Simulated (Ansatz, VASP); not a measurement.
# One calculation of KF, two programs

File INCAR:

```
SYSTEM = KF
PREC = Accurate ; ENCUT = 520
EDIFF = 1E-6 ; ISMEAR = 0
SIGMA = 0.05 ; LREAL = .FALSE.
LASPH = .TRUE. ; NELM = 80
ALGO = Normal ; ISIF = 2
LWAVE = .FALSE. ; LCHARG = .FALSE.
NBANDS = 15
```

Contents of KPOINTS:

```
regular mesh
0
G
  8 8 8
  0 0 0
```

Contents of POSCAR:

```
KF
1.0
    0.1384154301      2.6249201619      2.6249201619
    2.6249201619      0.1384154301      2.6249201619
    2.6249201619      2.6249201619      0.1384154301
K F
1 1
Direct
    0.0000000000      0.0000000000      0.0000000000
    0.5000000000      0.5000000000      0.5000000000
```

Input for Ansatz:

```yaml
crystal:
  lattice:
    - [0.1384154301, 2.6249201619, 2.6249201619]
    - [2.6249201619, 0.1384154301, 2.6249201619]
    - [2.6249201619, 2.6249201619, 0.1384154301]
  atoms:
    - { symbol: K, position: [0.0, 0.0, 0.0] }
    - { symbol: F, position: [0.5, 0.5, 0.5] }
basis:
  ecutwfc: 520.0
kpoints:
  mp_grid: { grid: [8, 8, 8] }
hamiltonian:
  xc: lda
scf:
  occupations: { method: gaussian, width: 0.05 }
output:
  forces: true
  stress: true
  eigenvalues: true
```

Alike in both runs: task single point; functional LDA; k mesh 8 × 8 × 8; occupations gaussian, width 0.05 eV; no spin polarisation.

|  | VASP | Ansatz |
| --- | --- | --- |
| version | VASP 6.6.1 | Ansatz 0.2.0 |
| potentials or method | VASP PAW LDA potentials, release 64 (K_sv, F), cutoff 520 eV | scalar-relativistic, plane waves, PAW |
| valence electrons in the cell | 16 | 16 |

```tsv
	VASP	Ansatz	Ansatz less VASP
gap on the k mesh at the Fermi level (eV)	6.48	6.50	+0.020
least direct gap on the mesh (eV)	6.48	6.50	+0.020
pressure (GPa)	1.6	1.3	-0.30
traceless stress, the component that is largest in VASP (GPa)	-0.80	-0.83	-0.021
```

LDA's correlation is that of Perdew and Zunger in VASP and of Perdew and Wang (1992) in Ansatz.
